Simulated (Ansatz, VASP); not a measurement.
# Two plane-wave programs on Lu

The input INCAR:

```
SYSTEM = Lu
PREC     = Accurate       ! precision mode
ENCUT    = 520            ! plane-wave cutoff, eV
EDIFF    = 1E-6           ! SCF threshold, eV
ISMEAR   = -1             ! smearing method
SIGMA    = 0.1            ! smearing width, eV
LREAL    = .False.        ! projectors in reciprocal space
LASPH    = .True.         ! aspherical terms in the spheres
NELM     = 80             ! most SCF steps
ALGO     = Normal         ! electronic algorithm
ISIF     = 2              ! what is computed and relaxed
LWAVE    = .False.        ! write WAVECAR
LCHARG   = .False.        ! write CHGCAR
GGA      = PE             ! functional
NBANDS   = 18             ! bands
```

File KPOINTS:

```
regular mesh
0
Gamma
  12 12 12
  0 0 0
```

The input POSCAR:

```
Lu
1.0
    2.6276306319      0.0000000000      0.0000000000
    0.0000000000      2.6276306319      0.0000000000
    0.0000000000      0.0000000000      2.6276306319
Lu
1
Direct
    0.0000000000      0.0000000000      0.0000000000
```

Input for Ansatz:

```yaml
crystal:
  lattice:
    - [2.6276306319, 0.0, 0.0]
    - [0.0, 2.6276306319, 0.0]
    - [0.0, 0.0, 2.6276306319]
  atoms:
    - { symbol: Lu, position: [0.0, 0.0, 0.0] }
kpoints:
  mp_grid: { grid: [12, 12, 12] }
scf:
  occupations: { method: fermi_dirac, width: 0.1 }
hamiltonian:
  xc: pbe
  pseudopotentials: { kind: paw }
output:
  forces: true
  stress: true
  eigenvalues: true
  populations: true
```

Change from the starting cell: volume scaled by 0.55, PAW files.

Alike in both runs: task single point; functional PBE; k mesh 12 × 12 × 12; occupations fermi-dirac, width 0.1 eV; no spin polarisation.

|  | VASP | Ansatz |
| --- | --- | --- |
| version | VASP 6.6.1 | Ansatz 0.2.0 |
| potentials or method | VASP PAW PBE potentials, release 64 (Lu) | PAW with Ansatz's default frozen-core files, scalar-relativistic |
| plane-wave cutoff (eV) | 520 | 420 |
| valence electrons in the cell | 25 | 25 |

Ansatz gave:

```
pressure (GPa) : 48.0
```

Task: What did VASP give for the same quantities?

Result: Pressure (GPa): 49.2.

Both programs put the cell under a high pressure, so it lies far from rest at this level. The functional is the same, so the differences come from potentials, cutoffs and numerics.

Spin-orbit coupling is off throughout.
